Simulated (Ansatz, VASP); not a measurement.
SnSe: VASP beside Ansatz

INCAR

```
SYSTEM = SnSe
PREC = Accurate ; ENCUT = 520
EDIFF = 1E-8 ; ISMEAR = -1
SIGMA = 0.02 ; LREAL = .FALSE.
LASPH = .TRUE. ; NELM = 60
ALGO = Normal ; ISIF = 2
LWAVE = .FALSE. ; LCHARG = .FALSE.
LEFG = .TRUE. ; NBANDS = 17
```

File KPOINTS:

```
regular mesh
0
G
  9 9 9
  0 0 0
```

The input POSCAR:

```
SnSe
1.0
    0.0000000000      3.0100000000      2.9197000000
    3.0100000000      0.0000000000      2.9197000000
    3.0100000000      3.0100000000      0.0000000000
Sn Se
1 1
Direct
    0.0000000000      0.0000000000      0.0000000000
    0.5000000000      0.5000000000      0.5000000000
```

Input for Ansatz:

```yaml
crystal:
  lattice:
    - [0.0, 3.01, 2.9197]
    - [3.01, 0.0, 2.9197]
    - [3.01, 3.01, 0.0]
  atoms:
    - { symbol: Sn, position: [0.0, 0.0, 0.0] }
    - { symbol: Se, position: [0.5, 0.5, 0.5] }
kpoints:
  mp_grid: { grid: [9, 9, 9] }
scf:
  occupations: { method: fermi_dirac, width: 0.02 }
hamiltonian:
  xc: lda
  pseudopotentials: { kind: all_electron, datasets: crystal }
output:
  forces: true
  stress: true
  eigenvalues: true
  efg: { contact_densities: true }
```

Change from the starting cell: zz strain of -3 %, crystal datasets.

Alike in both runs: task electric field gradients; functional LDA; k mesh 9 × 9 × 9; occupations fermi-dirac, width 0.02 eV; no spin polarisation.

```csv
,VASP,Ansatz
version,VASP 6.6.1,Ansatz 0.2.0
potentials or method,"VASP PAW LDA potentials, release 64 (Sn_d, Se), cutoff 520 eV","all-electron PAW with datasets made for the crystal, scalar-relativistic"
```

|  | VASP | Ansatz | Ansatz less VASP |
| --- | --- | --- | --- |
| pressure (GPa) | -1.5 | -1.6 | -0.08 |
| traceless stress, the component that is largest in VASP (GPa) | 2.75 | 2.72 | -0.025 |
| size of Vzz on the site where it differs most (V/Å²) | 45.1 | 46.2 | +1.08 |

LDA's correlation is that of Perdew and Zunger in VASP and of Perdew and Wang (1992) in Ansatz. Ansatz ran all-electron here, and VASP with PAW potentials.
